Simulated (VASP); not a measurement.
# K (P6_3/mmc) in VASP: single point with PBE

Aim: the single point of K with PBE.

All numbers are computed with VASP 6.6.1; they aren't measurements. Logs are shortened: lines on timing, memory, paths and dates and some standing lists are left out, and cuts for length are marked.

## 1. The cell of the first run

It takes space group P6_3/mmc (No. 194, hexagonal). The conventional cell has a = 3.584 Å, b = 3.584 Å, c = 11.479 Å, α = 90.00°, β = 90.00°, γ = 120.00°. Within 4.6 Å of K (site symmetry -3m) lie 12 K at 3.54 to 3.58 Å. Within 4.6 Å of K (site symmetry -6m2) lie 12 K at 3.54 to 3.58 Å.

This isn't the form of K at room conditions, which is bcc.

## 2. Single point, PBE (31.93 Å³/atom)

Input file POSCAR:

```
K
1.0
    3.5843567659      0.0000000000      0.0000000000
   -1.7921783830      3.1041440155      0.0000000000
    0.0000000000      0.0000000000     11.4788007758
K
4
Direct
    0.0000000000      0.0000000000      0.0000000000
    0.0000000000      0.0000000000      0.5000000000
    0.3333333333      0.6666666667      0.2500000000
    0.6666666667      0.3333333333      0.7500000000
```

Input file INCAR.step1:

```
SYSTEM = K
PREC     = Accurate       ! precision mode
ENCUT    = 520            ! plane-wave cutoff, eV
EDIFF    = 1E-6           ! SCF threshold, eV
ISMEAR   = -1             ! smearing method
SIGMA    = 0.1            ! smearing width, eV
LREAL    = .False.        ! projectors in reciprocal space
LASPH    = .True.         ! aspherical terms in the spheres
NELM     = 100            ! most SCF steps
ALGO     = Normal         ! electronic algorithm
ISIF     = 2              ! what is computed and relaxed
LWAVE    = .False.        ! write WAVECAR
LCHARG   = .True.         ! write CHGCAR
GGA      = PE             ! functional
NBANDS   = 26             ! bands
```

Input file KPOINTS.step1:

```
regular mesh
0
Gamma
  6 6 4
  0 0 0
```

Input file INCAR.step2:

```
SYSTEM = K
PREC     = Accurate       ! precision mode
ENCUT    = 520            ! plane-wave cutoff, eV
EDIFF    = 1E-6           ! SCF threshold, eV
ISMEAR   = -5             ! smearing method
SIGMA    = 0.1            ! smearing width, eV
LREAL    = .False.        ! projectors in reciprocal space
LASPH    = .True.         ! aspherical terms in the spheres
NELM     = 100            ! most SCF steps
ALGO     = Normal         ! electronic algorithm
ISIF     = 2              ! what is computed and relaxed
LWAVE    = .False.        ! write WAVECAR
LCHARG   = .False.        ! write CHGCAR
GGA      = PE             ! functional
LORBIT   = 11             ! projections on sites
NBANDS   = 26             ! bands
NEDOS    = 2001           ! points of the DOS
ICHARG   = 11             ! starting density
```

Input file KPOINTS.step2:

```
regular mesh
0
Gamma
  9 9 6
  0 0 0
```

Potentials or basis: VASP PAW PBE potentials, release 64 (K_sv).

Launch:

```sh
$ cat potpaw_PBE.64/K_sv/POTCAR > POTCAR
$ cp INCAR.step1 INCAR
$ cp KPOINTS.step1 KPOINTS
$ mpirun -np 1 vasp_std > vasp.out
$ cp INCAR.step2 INCAR
$ cp KPOINTS.step2 KPOINTS
$ mpirun -np 1 vasp_std > vasp.out
```

OUTCAR:

```text
SYSTEM = K
   PREC = Accurate
   ENCUT = 520
   EDIFF = 1E-6
   ISMEAR = -5
   LREAL = .False.
   LASPH = .True.
   NELM = 100
   ISIF = 2
   GGA = PE
   LORBIT = 11
   ICHARG = 11

 ion  position               nearest neighbor table
   1  0.000  0.000  0.000-   3 3.54   4 3.54   4 3.54   3 3.54   4 3.54   3 3.54
   2  0.000  0.000  0.500-   3 3.54   4 3.54   4 3.54   3 3.54   4 3.54   3 3.54
   3  0.333  0.667  0.250-   1 3.54   2 3.54   1 3.54   2 3.54   1 3.54   2 3.54
   4  0.667  0.333  0.750-   1 3.54   2 3.54   1 3.54   2 3.54   1 3.54   2 3.54

  LATTYP: Found a hexagonal cell.
 ALAT       =     3.5843567659
 C/A-ratio  =     3.2024716080

  Lattice vectors:

 A1 = (   3.5843567659,   0.0000000000,   0.0000000000)
 A2 = (  -1.7921783830,   3.1041440155,   0.0000000000)
 A3 = (   0.0000000000,   0.0000000000,  11.4788007758)

Analysis of symmetry for initial positions (statically):
=====================================================================
 Subroutine PRICEL returns:
 Original cell was already a primitive cell.

 Routine SETGRP: Setting up the symmetry group for a
 hexagonal supercell.

 Subroutine GETGRP returns: Found 24 space group operations
 (whereof 12 operations were pure point group operations)
 out of a pool of 24 trial point group operations.

The static configuration has the point symmetry D_3d.
 The point group associated with its full space group is D_6h.

Analysis of symmetry for dynamics (positions and initial velocities):
=====================================================================
 Subroutine PRICEL returns:
 Original cell was already a primitive cell.

 Routine SETGRP: Setting up the symmetry group for a
 hexagonal supercell.

 Subroutine GETGRP returns: Found 24 space group operations
 (whereof 12 operations were pure point group operations)
 out of a pool of 24 trial point group operations.

The dynamic configuration has the point symmetry D_3d.
 The point group associated with its full space group is D_6h.

 Subroutine INISYM returns: Found 24 space group operations
 (whereof 12 operations are pure point group operations),
 and found     1 'primitive' translations

----------------------------------------------------------------------------------------

                                     Primitive cell

  volume of cell :     127.7173

  direct lattice vectors                    reciprocal lattice vectors
     3.584356766  0.000000000  0.000000000     0.278990085  0.161075001  0.000000000
[... 103 lines left out ...]
   NELECT =      36.0000    total number of electrons
   NUPDOWN=      -1.0000    fix difference up-down
   EMIN   =  10.00;   EMAX   =-10.00  energy-range for DOS
   EFERMI =   0.00;   METHOD = LEGACY
   ISMEAR =    -5;   SIGMA  =   0.10  broadening in eV -4-tet -1-fermi 0-gaus
   EFERMI_NEDOS =   21; number of points for ismear=-14 and -15
   IALGO  =     38    algorithm
   IMIX   =      4    mixing-type and parameters
     AMIX     =   0.40;   BMIX     =  1.00
     AMIX_MAG =   1.60;   BMIX_MAG =  1.00
  volume/ion in A,a.u.               =      31.93       215.47
  Fermi-wavevector in a.u.,A,eV,Ry     =   1.073394  2.028420 15.676286  1.152174
  Thomas-Fermi vector in A             =   2.209192
   LORBIT       =     11    0 simple, 1 ext, 2 COOP (PROOUT), +10 PAW based schemes
   GGA     = PE    functional components
   LHFCALC =     F    Hartree Fock is set to
   AEXX    =    0.0000 exact exchange contribution
   IVDW    =     0    specifies the selected vdW correction
   LEPSILON=     F    determine dielectric tensor
   LRPA    =     F    only Hartree local field effects (RPA)
 non-spin polarized calculation
 Fermi weights with tetrahedron method with Bloechl corrections
  energy-cutoff  :      520.00
  volume of cell :      127.72
 maximum number of plane-waves:      3486
 NGX is ok and might be reduce to    28

 number of electron      36.0000002 magnetization

 Free energy of the ion-electron system (eV)
  ---------------------------------------------------
  ext. energy  EPLUGINS =         0.00000000
  ---------------------------------------------------
  free energy    TOTEN  =        -0.43227805 eV

  energy without entropy =       -0.43227805  energy(sigma->0) =       -0.43227805

 E-fermi :   2.8337     XC(G=0):  -8.1566

 val. band max:        2.8717340532   @ k =   0.2222   0.0000   0.5000
 cond. band min:       2.7374892974   @ k =   0.1111   0.1111   0.5000
 fundamental gap:     -0.1342447558
 Fermi energy:         2.8337100455

 k-point     1 :       0.0000    0.0000    0.0000
  band No.  band energies     occupation
      1     -29.5229      2.00000
      2     -29.4540      2.00000
      3     -29.4503      2.00000
      4     -29.3800      2.00000
      5     -13.5094      2.00000
      6     -13.0718      2.00000
[... 685 lines left out ...]
     25       5.1231      0.00000
     26       5.4404      0.00000

 [... further k-points ...]

------------------------ aborting loop because EDIFF is reached ----------------------------------------

  FORCE on cell =-STRESS in cart. coord.  units (eV):
  Direction    XX          YY          ZZ          XY          YZ          ZX
  --------------------------------------------------------------------------------------
  -------------------------------------------------------------------------------------
  Total       10.5679008     10.5679008     10.7481831     -0.0000000      0.0000000     -0.0000000
  in kB      132.5713559    132.5713559    134.8329472     -0.0000000      0.0000000     -0.0000000
  external PRESSURE =     133.3252197 kB  Pullay stress =       0.0000000 kB

 VOLUME and BASIS-vectors are now :
 -----------------------------------------------------------------------------
  energy-cutoff  :      520.00
  volume of cell :      127.72
      direct lattice vectors                 reciprocal lattice vectors
     3.584356766  0.000000000  0.000000000     0.278990085  0.161075001  0.000000000
    -1.792178383  3.104144016  0.000000000     0.000000000  0.322150002  0.000000000
     0.000000000  0.000000000 11.478800776     0.000000000  0.000000000  0.087117114

 POSITION                                       TOTAL-FORCE (eV/Angst)
 -----------------------------------------------------------------------------------
      0.00000      0.00000      0.00000         0.000000      0.000000     -0.000000
      0.00000      0.00000      5.73940         0.000000      0.000000     -0.000000
     -0.00000      2.06943      2.86970        -0.000000      0.000000     -0.000000
      1.79218      1.03471      8.60910         0.000000     -0.000000      0.000000
 -----------------------------------------------------------------------------------
    total drift:                                0.000000      0.000000     -0.000000

  FREE ENERGIE OF THE ION-ELECTRON SYSTEM (eV)
  ---------------------------------------------------
  free  energy   TOTEN  =        -0.4322780507 eV

  energy  without entropy=       -0.4322780507  energy(sigma->0) =       -0.43227805

 total charge

# of ion       s       p       d       tot
------------------------------------------
    1        2.024   5.547   0.044   7.616
    2        2.024   5.547   0.044   7.616
    3        2.022   5.549   0.044   7.615
    4        2.022   5.549   0.044   7.615
--------------------------------------------------
tot          8.093  22.192   0.178  30.463
```

It took 2.6 min on 1 thread of AMD EPYC 7R13 (Zen 3), shared host; peak memory 0.26 GiB.

Results:

```yaml
Valence_electrons_inside_the_program's_atomic_spheres: K 7.62
```
